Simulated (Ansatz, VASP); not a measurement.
**One calculation of Al2Pt, two programs**

```xyz
3
Lattice="0.0000 2.9550 2.9550 2.9550 0.0000 2.9550 2.9550 2.9550 0.0000" Properties=species:S:1:pos:R:3 pbc="T T T"
Al    1.4775    1.4775    1.4775
Al    4.4325    4.4325    4.4325
Pt    0.0000    0.0000    0.0000
```

Alike in both runs: task single point; functional PBEsol; k mesh 8 × 8 × 8; occupations gaussian, width 0.05 eV; non-collinear spin, spin-orbit coupling.

```csv
,VASP,Ansatz
version,VASP 6.6.1,Ansatz 0.2.0
potentials or method,"VASP PAW PBE potentials, release 64 (Al, Pt), cutoff 520 eV","plane waves, PAW"
valence electrons in the cell,16,24
```

```tsv
	VASP	Ansatz	Ansatz less VASP
pressure (GPa)	-1.3	-1.5	-0.12
```

VASP's potentials were made for PBE, not for PBEsol. VASP's potentials hold 16 valence electrons a cell and Ansatz's 24, so a difference there can come from the potentials and not from the codes.
